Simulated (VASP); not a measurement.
Wanted: the native input for a VASP 6.6.1 run.

* Task: single point
* Functional: r2SCAN
* Potentials or basis: VASP PAW PBE potentials, release 64 (Pb_d, F)
* Cutoff: 520 eV
* k mesh: 4 × 4 × 4
* Occupations: gaussian, width 0.01 eV
* Spin: no spin polarisation
* Dipole correction: no
* Further INCAR settings: ALGO = Normal; EDIFF = 1e-06; NBANDS = 37

The system is PbF2.

```
Pb F
1.0
     5.57821    0.00000    0.00000
     0.00000    5.57821    0.00000
     0.00000    0.00000    3.93988
Pb F
2 4
Cartesian
  0.0000 0.0000 0.0000
  2.7891 2.7891 1.9699
  1.7249 1.7249 0.0000
  1.0642 4.5140 1.9699
  4.5140 1.0642 1.9699
  3.8533 3.8533 0.0000
```

The input as run:

POSCAR

```
PbF2
1.0
    5.5782091968      0.0000000000      0.0000000000
    0.0000000000      5.5782091968      0.0000000000
    0.0000000000      0.0000000000      3.9398845654
Pb F
2 4
Direct
    0.0000000000      0.0000000000      0.0000000000
    0.5000000000      0.5000000000      0.5000000000
    0.3092282397      0.3092282397      0.0000000000
    0.1907717603      0.8092282397      0.5000000000
    0.8092282397      0.1907717603      0.5000000000
    0.6907717603      0.6907717603      0.0000000000
```

INCAR.step1

```
SYSTEM = PbF2
PREC = Accurate
ENCUT = 520
ISMEAR = 0
SIGMA = 0.01
LREAL = .False.
LASPH = .True.
NELM = 100
NBANDS = 37
GGA = PE
ALGO = Normal
EDIFF = 1E-4
LWAVE = .True.
LCHARG = .False.
```

INCAR.step2

```
SYSTEM = PbF2
PREC = Accurate
ENCUT = 520
EDIFF = 1E-6
ISMEAR = 0
SIGMA = 0.01
LREAL = .False.
LASPH = .True.
NELM = 100
ALGO = Normal
ISIF = 2
LWAVE = .False.
LCHARG = .True.
METAGGA = R2SCAN
LMIXTAU = .True.
LELF = .True.
LVHAR = .True.
NBANDS = 37
ISTART = 1
```

KPOINTS

```
Automatic mesh
0
Gamma
  4 4 4
  0 0 0
```

Potentials or basis: VASP PAW PBE potentials, release 64 (Pb_d, F).

Launch:

```console
$ cat potpaw_PBE.64/Pb_d/POTCAR potpaw_PBE.64/F/POTCAR > POTCAR
$ cp INCAR.step1 INCAR
$ mpirun -np 1 vasp_std > vasp.out
$ cp INCAR.step2 INCAR
$ mpirun -np 1 vasp_std > vasp.out
```

It gave:

The pressure is 0.0 GPa and the band gap on the k mesh is 4.05 eV, indirect (least direct gap 4.32 eV).

Caveat: the PAW data sets were made with another functional, which shifts forces and pressure a little; spin-orbit coupling is left out, which moves the levels of the heavy elements.

Run time: 2.2 min on 1 thread of Intel(R) Xeon(R) 6975P-C (Granite Rapids), on a shared host, peak memory 0.26 GiB.
